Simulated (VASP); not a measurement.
# Ga8P7N (P1) in VASP: single point with r2SCAN

Aim: the single point of Ga8P7N with r2SCAN.

All numbers are computed with VASP 6.6.1; they aren't measurements. Logs are shortened: lines on timing, memory, paths and dates and some standing lists are left out, and cuts for length are marked.

### Step 1. The cell of the first run

The typed cell holds 64 atoms: a = 10.640 Å, b = 10.640 Å, c = 10.640 Å, α = 90.00°, β = 90.00°, γ = 90.00°.

### Step 2. Single point, r2SCAN

Contents of POSCAR:

```
Ga8P7N
1.0
   10.6396710000      0.0000000000      0.0000000000
    0.0000000000     10.6396710000      0.0000000000
    0.0000000000      0.0000000000     10.6396710000
Ga P N
32 28 4
Direct
    0.0079140000      0.9984390000      0.0015940000
    0.0025770000      0.0006940000      0.5027710000
    0.0032730000      0.4970680000      0.9999940000
    0.0082330000      0.5005360000      0.5021870000
    0.4833890000      0.0142620000      0.9843050000
    0.4719240000      0.9975200000      0.5048000000
    0.4825370000      0.5174310000      0.9816190000
    0.4987080000      0.4966830000      0.5027450000
    0.2678000000      0.2310350000      0.9812570000
    0.2659380000      0.2343920000      0.4868620000
    0.2659530000      0.7366300000      0.9846970000
    0.2672520000      0.7703140000      0.5205670000
    0.7424890000      0.2530460000      0.0033310000
    0.7455130000      0.2482380000      0.5026190000
    0.7455060000      0.7523850000      0.9985030000
    0.7442760000      0.7513980000      0.5016540000
    0.2658740000      0.0131480000      0.2653160000
    0.2781780000      0.9994880000      0.7497530000
    0.2516370000      0.4978500000      0.2480940000
    0.2658610000      0.5150100000      0.7634240000
    0.7441760000      0.9995500000      0.2501120000
    0.7447210000      0.9984610000      0.7487800000
    0.7440160000      0.4974200000      0.2476790000
    0.7441760000      0.4998490000      0.7498260000
    0.0032990000      0.2496990000      0.2473340000
    0.0078830000      0.2512690000      0.7486730000
    0.0082230000      0.7519250000      0.2507970000
    0.0026110000      0.7524910000      0.7510040000
    0.4825250000      0.2313380000      0.2676920000
    0.4834270000      0.2340210000      0.7645180000
    0.4987340000      0.7525000000      0.2469540000
    0.4719070000      0.7544910000      0.7478010000
    0.1372870000      0.1252800000      0.1249780000
    0.1389330000      0.1208500000      0.6256270000
    0.1314520000      0.6252710000      0.1195750000
    0.1356860000      0.6310880000      0.6299850000
    0.6128940000      0.1237000000      0.1254710000
    0.6111980000      0.1209990000      0.6260170000
    0.6180970000      0.6243270000      0.1190320000
    0.6138680000      0.6295820000      0.6293900000
    0.3765980000      0.3690850000      0.1192320000
    0.3729750000      0.3697190000      0.6301010000
    0.3729750000      0.8798380000      0.1200500000
    0.8745500000      0.3745100000      0.1248030000
    0.8756380000      0.3753540000      0.6254450000
    0.8756570000      0.8751660000      0.1256050000
    0.8740110000      0.8749430000      0.6252340000
    0.3739920000      0.6298570000      0.3801120000
    0.8745630000      0.1245930000      0.3748230000
    0.8751060000      0.1257960000      0.8760510000
    0.8750140000      0.6246970000      0.3749910000
    0.8745850000      0.6245370000      0.8748630000
    0.1314510000      0.3693280000      0.3755310000
    0.1372400000      0.3747250000      0.8755010000
    0.1356910000      0.8796880000      0.3813650000
    0.1389390000      0.8753830000      0.8711540000
    0.6180710000      0.3687600000      0.3745890000
    0.6129170000      0.3751860000      0.8739640000
    0.6138800000      0.8791540000      0.3798660000
    0.6111240000      0.8757420000      0.8712750000
    0.3746810000      0.8812650000      0.6315530000
    0.3739560000      0.1183430000      0.3816280000
    0.3758510000      0.1188150000      0.8690460000
    0.3739180000      0.6312990000      0.8686310000
```

Contents of INCAR.step1:

```
SYSTEM = Ga8P7N
PREC = Accurate
ENCUT = 520
ISMEAR = -1
SIGMA = 0.05
LREAL = Auto
LASPH = .True.
NELM = 100
NBANDS = 326
GGA = PE
ALGO = Normal
EDIFF = 1E-4
LWAVE = .True.
LCHARG = .False.
```

Contents of INCAR.step2:

```
SYSTEM = Ga8P7N
PREC = Accurate
ENCUT = 520
EDIFF = 1E-6
ISMEAR = -1
SIGMA = 0.05
LREAL = Auto
LASPH = .True.
NELM = 100
ALGO = Normal
ISIF = 2
LWAVE = .False.
LCHARG = .False.
METAGGA = R2SCAN
LMIXTAU = .True.
NBANDS = 326
ISTART = 1
```

Contents of KPOINTS:

```
Automatic mesh
0
Gamma
  1 1 1
  0 0 0
```

Potentials or basis: VASP PAW PBE potentials, release 64 (Ga_d, P, N).

Launch:

```console
> cat potpaw_PBE.64/Ga_d/POTCAR potpaw_PBE.64/P/POTCAR potpaw_PBE.64/N/POTCAR > POTCAR
> cp INCAR.step1 INCAR
> mpirun -np 1 vasp_gam > vasp.out
> cp INCAR.step2 INCAR
> mpirun -np 1 vasp_gam > vasp.out
```

OUTCAR:

```text
SYSTEM = Ga8P7N
   PREC = Accurate
   ENCUT = 520
   EDIFF = 1E-6
   ISMEAR = -1
   LREAL = Auto
   LASPH = .True.
   NELM = 100
   ISIF = 2
   METAGGA = R2SCAN
   ISTART = 1

 ion  position               nearest neighbor table
   1  0.008  0.998  0.002-  33 2.33  46 2.33  56 2.36  50 2.37
   2  0.003  0.001  0.503-  55 2.31  47 2.31  49 2.33  34 2.33
   3  0.003  0.497  1.000-  35 2.31  44 2.31  54 2.34  52 2.34
   4  0.008  0.501  0.502-  53 2.34  45 2.34  51 2.36  36 2.37
   5  0.483  0.014  0.984-  63 2.01  60 2.34  37 2.35  43 2.35
   6  0.472  0.998  0.505-  61 2.10  62 2.11  38 2.36  59 2.37
[... 56 lines left out ...]
  63  0.376  0.119  0.869-  30 2.01   5 2.01   9 2.04  18 2.07
  64  0.374  0.631  0.869-  11 2.02  20 2.03   7 2.06  32 2.11

  LATTYP: Found a simple cubic cell.
 ALAT       =    10.6396710000

  Lattice vectors:

 A1 = (  10.6396710000,   0.0000000000,   0.0000000000)
 A2 = (   0.0000000000,  10.6396710000,   0.0000000000)
 A3 = (   0.0000000000,   0.0000000000,  10.6396710000)

Analysis of symmetry for initial positions (statically):
=====================================================================
 Subroutine PRICEL returns:
 Original cell was already a primitive cell.

 Routine SETGRP: Setting up the symmetry group for a
 simple cubic supercell.

 Subroutine GETGRP returns: Found  1 space group operations
 (whereof  1 operations were pure point group operations)
 out of a pool of 48 trial point group operations.

The static configuration has the point symmetry C_1 .

Analysis of symmetry for dynamics (positions and initial velocities):
=====================================================================
 Subroutine PRICEL returns:
 Original cell was already a primitive cell.

 Routine SETGRP: Setting up the symmetry group for a
 simple cubic supercell.

 Subroutine GETGRP returns: Found  1 space group operations
 (whereof  1 operations were pure point group operations)
 out of a pool of 48 trial point group operations.

The dynamic configuration has the point symmetry C_1 .

 Subroutine INISYM returns: Found  1 space group operations
 (whereof  1 operations are pure point group operations),
 and found     1 'primitive' translations

----------------------------------------------------------------------------------------

                                     Primitive cell

  volume of cell :    1204.4384

  direct lattice vectors                    reciprocal lattice vectors
    10.639671000  0.000000000  0.000000000     0.093987869  0.000000000  0.000000000
     0.000000000 10.639671000  0.000000000     0.000000000  0.093987869  0.000000000
     0.000000000  0.000000000 10.639671000     0.000000000  0.000000000  0.093987869

  length of vectors
    10.639671000 10.639671000 10.639671000     0.093987869  0.093987869  0.093987869

  position of ions in fractional coordinates (direct lattice)
     0.007914000  0.998439000  0.001594000
     0.002577000  0.000694000  0.502771000
     0.003273000  0.497068000  0.999994000
     0.008233000  0.500536000  0.502187000
     0.483389000  0.014262000  0.984305000
     0.471924000  0.997520000  0.504800000
[... 56 lines left out ...]
     0.375851000  0.118815000  0.869046000
     0.373918000  0.631299000  0.868631000

  ion indices of the primitive-cell ions
   primitive index   ion index
                 1           1
                 2           2
                 3           3
                 4           4
                 5           5
                 6           6
[... 56 lines left out ...]
                63          63
                64          64

----------------------------------------------------------------------------------------

 KPOINTS: Automatic mesh

Automatic generation of k-mesh.
 Grid dimensions read from file:
 generate k-points for:    1    1    1

 Generating k-lattice:

  Cartesian coordinates                     Fractional coordinates (reciprocal lattice)
     0.093987869  0.000000000  0.000000000     1.000000000  0.000000000  0.000000000
     0.000000000  0.093987869  0.000000000     0.000000000  1.000000000  0.000000000
     0.000000000  0.000000000  0.093987869     0.000000000  0.000000000  1.000000000

  Length of vectors
     0.093987869  0.093987869  0.093987869

  Shift w.r.t. Gamma in fractional coordinates (k-lattice)
     0.000000000  0.000000000  0.000000000

 Subroutine IBZKPT returns following result:
 ===========================================

 Found      1 irreducible k-points:

 Following reciprocal coordinates:
            Coordinates               Weight
  0.000000  0.000000  0.000000      1.000000
   k-points           NKPTS =      1   k-points in BZ     NKDIM =      1   number of bands    NBANDS=    326
   number of dos      NEDOS =    301   number of ions     NIONS =     64
   total plane-waves  NPLWV = 512000
   dimension x,y,z NGX =    80 NGY =   80 NGZ =   80
   dimension x,y,z NGXF=   160 NGYF=  160 NGZF=  160
   ions per type =              32  28   4
   NGX,Y,Z   is equivalent  to a cutoff of  12.50, 12.50, 12.50 a.u.
   NGXF,Y,Z  is equivalent  to a cutoff of  25.00, 25.00, 25.00 a.u.
 SYSTEM =  Ga8P7N
   PREC   = accura    normal or accurate (medium, high low for compatibility)
   ISTART =      1    job   : 0-new  1-cont  2-samecut
   ICHARG =      0    charge: 1-file 2-atom 10-const
   ISPIN  =      1    spin polarized calculation?
   LNONCOLLINEAR =      F non collinear calculations
   LSORBIT =      F    spin-orbit coupling
   LASPH  =      T    aspherical Exc in radial PAW
   ENCUT  =  520.0 eV  38.22 Ry    6.18 a.u.  19.78 19.78 19.78*2*pi/ulx,y,z
   NELM   =    100;   NELMIN=  2; NELMDL=  0     # of ELM steps
   EDIFF  = 0.1E-05   stopping-criterion for ELM
   LREAL  =      T    real-space projection
   EDIFFG = 0.1E-04   stopping-criterion for IOM
   NSW    =      0    number of steps for IOM
   IBRION =     -1    ionic relax: 0-MD 1-quasi-New 2-CG
   NFREE  =      0    steps in history (QN), initial steepest desc. (CG)
   ISIF   =      2    stress and relaxation
   ISYM   =      2    0-nonsym 1-usesym 2-fastsym
   POTIM  = 0.5000    time-step for ionic-motion
   TEBEG  =    0.0;   TEEND  =   0.0 temperature during run
   PSTRESS=    0.0 pullay stress
   NELECT =     576.0000    total number of electrons
   NUPDOWN=      -1.0000    fix difference up-down
   EMIN   =  10.00;   EMAX   =-10.00  energy-range for DOS
   EFERMI =   0.00;   METHOD = LEGACY
   ISMEAR =    -1;   SIGMA  =   0.05  broadening in eV -4-tet -1-fermi 0-gaus
   EFERMI_NEDOS =   21; number of points for ismear=-14 and -15
   IALGO  =     38    algorithm
   IMIX   =      4    mixing-type and parameters
     AMIX     =   0.40;   BMIX     =  1.00
     AMIX_MAG =   1.60;   BMIX_MAG =  1.00
  volume/ion in A,a.u.               =      18.82       127.00
  Fermi-wavevector in a.u.,A,eV,Ry     =   1.280228  2.419281 22.299742  1.638985
  Thomas-Fermi vector in A             =   2.412668
   LORBIT       =      0    0 simple, 1 ext, 2 COOP (PROOUT), +10 PAW based schemes
   METAGGA = R2SCAN    functional components
   LHFCALC =     F    Hartree Fock is set to
   AEXX    =    0.0000 exact exchange contribution
   IVDW    =     0    specifies the selected vdW correction
   LEPSILON=     F    determine dielectric tensor
   LRPA    =     F    only Hartree local field effects (RPA)
 non-spin polarized calculation
  energy-cutoff  :      520.00
  volume of cell :     1204.44
 maximum number of plane-waves:     16212
 NGX is ok and might be reduce to    80
   NGX = 39   NGY = 39   NGZ = 39

 number of electron     575.9999967 magnetization

 Free energy of the ion-electron system (eV)
  ---------------------------------------------------
  ext. energy  EPLUGINS =         0.00000000
  ---------------------------------------------------
  free energy    TOTEN  =      -678.94319419 eV

  energy without entropy =     -678.94265081  energy(sigma->0) =     -678.94292250

 E-fermi :   5.2655     XC(G=0): -10.7944

 val. band max:        4.8174708356   @ k =   0.0000   0.0000   0.0000
 cond. band min:       5.6746188434   @ k =   0.0000   0.0000   0.0000
 fundamental gap:      0.8571480078
 Fermi energy:         5.2655375793

 k-point     1 :       0.0000    0.0000    0.0000
  band No.  band energies     occupation
      1     -11.6699      2.00000
      2     -11.6199      2.00000
      3     -11.6066      2.00000
      4     -11.5232      2.00000
      5     -10.5887      2.00000
      6     -10.5874      2.00000
[... 292 lines left out ...]
    299       7.2980      0.00000
    300       7.3416      0.00000
 [bands above 300 left out]

------------------------ aborting loop because EDIFF is reached ----------------------------------------

  FORCE on cell =-STRESS in cart. coord.  units (eV):
  Direction    XX          YY          ZZ          XY          YZ          ZX
  --------------------------------------------------------------------------------------
  -------------------------------------------------------------------------------------
  Total        6.8472923      9.3545043      9.3440027      0.1520404      0.4457437      0.1414996
  in kB        9.1084579     12.4436207     12.4296512      0.2022484      0.5929406      0.1882267
  external PRESSURE =      11.3272433 kB  Pullay stress =       0.0000000 kB

 VOLUME and BASIS-vectors are now :
 -----------------------------------------------------------------------------
  energy-cutoff  :      520.00
  volume of cell :     1204.44
      direct lattice vectors                 reciprocal lattice vectors
    10.639671000  0.000000000  0.000000000     0.093987869  0.000000000  0.000000000
     0.000000000 10.639671000  0.000000000     0.000000000  0.093987869  0.000000000
     0.000000000  0.000000000 10.639671000     0.000000000  0.000000000  0.093987869

 POSITION                                       TOTAL-FORCE (eV/Angst)
 -----------------------------------------------------------------------------------
      0.08420     10.62306      0.01696        -0.002853      0.005589     -0.016885
      0.02742      0.00738      5.34932         0.029302     -0.027299     -0.010121
      0.03482      5.28864     10.63961        -0.008708     -0.009329     -0.018226
      0.08760      5.32554      5.34310        -0.024849     -0.019612     -0.005969
      5.14310      0.15174     10.47268         0.030684     -0.093957      0.060915
      5.02112     10.61328      5.37091         0.128360      0.006728      0.022445
[... 56 lines left out ...]
      3.99893      1.26415      9.24636         0.011358     -0.016860     -0.013189
      3.97836      6.71681      9.24195         0.009496      0.008392      0.034883
 -----------------------------------------------------------------------------------
    total drift:                               -0.031559     -0.030760      0.010145

  FREE ENERGIE OF THE ION-ELECTRON SYSTEM (eV)
  ---------------------------------------------------
  free  energy   TOTEN  =      -678.9431941919 eV

  energy  without entropy=     -678.9426508124  energy(sigma->0) =     -678.94292250
```

Run time: 2.6 h. Hardware: 1 thread of Intel Xeon 8259CL, shared host; peak memory 1.2 GiB.

What came out:

```
Free energy            : -678.9432 eV
Pressure               : 1.1 GPa
Largest force          : 0.141 eV/Å
Band gap on the k mesh : 0.86 eV
```

Forces in eV/Å, atoms in the order of the input:
```
Ga  -0.003  0.006 -0.017
Ga   0.029 -0.027 -0.010
Ga  -0.009 -0.009 -0.018
Ga  -0.025 -0.020 -0.006
Ga   0.031 -0.094  0.061
Ga   0.128  0.007  0.022
Ga   0.073 -0.105  0.041
Ga  -0.032 -0.003 -0.008
Ga  -0.059  0.087  0.085
Ga  -0.083  0.050  0.102
Ga  -0.085  0.101  0.050
Ga  -0.082 -0.064 -0.057
Ga   0.004 -0.040 -0.041
Ga  -0.013  0.002 -0.023
Ga  -0.012 -0.026 -0.001
Ga  -0.011 -0.018 -0.014
Ga  -0.088 -0.081 -0.061
Ga  -0.122 -0.002 -0.004
Ga  -0.029  0.012  0.012
Ga  -0.088 -0.062 -0.084
Ga   0.005 -0.009 -0.018
Ga   0.008  0.005  0.004
Ga   0.019  0.000  0.005
Ga   0.004 -0.017 -0.009
Ga  -0.012 -0.013 -0.006
Ga   0.002 -0.012  0.004
Ga  -0.023 -0.011 -0.020
Ga   0.027 -0.009 -0.031
Ga   0.072  0.048 -0.107
Ga   0.032  0.061 -0.096
Ga  -0.031 -0.011  0.000
Ga   0.125  0.018  0.009
P   -0.027 -0.037 -0.006
P   -0.020  0.003 -0.012
P    0.003 -0.007  0.048
P    0.023  0.007  0.006
P    0.010  0.031  0.006
P   -0.019  0.004  0.023
P    0.019  0.072 -0.005
P    0.026 -0.017  0.004
P    0.021  0.006  0.017
P    0.069  0.018 -0.023
P    0.070 -0.021  0.012
P   -0.017  0.024  0.025
P    0.016  0.031 -0.010
P    0.013 -0.005  0.035
P    0.003  0.029  0.031
P    0.028 -0.015 -0.017
P    0.003  0.012  0.009
P   -0.004 -0.006  0.001
P    0.013 -0.005 -0.006
P   -0.002  0.013  0.015
P    0.006  0.045 -0.008
P   -0.028 -0.011 -0.035
P    0.018  0.009  0.004
P   -0.020 -0.012  0.001
P    0.019 -0.004  0.068
P    0.009  0.010  0.033
P    0.025  0.001 -0.019
P   -0.016  0.023  0.004
N   -0.023  0.013  0.011
N    0.006  0.035  0.001
N    0.011 -0.017 -0.013
N    0.009  0.008  0.035
```

Caveat: the k points lie up to 0.59 Å⁻¹ apart; the PAW data sets were made with another functional, which shifts forces and pressure a little.
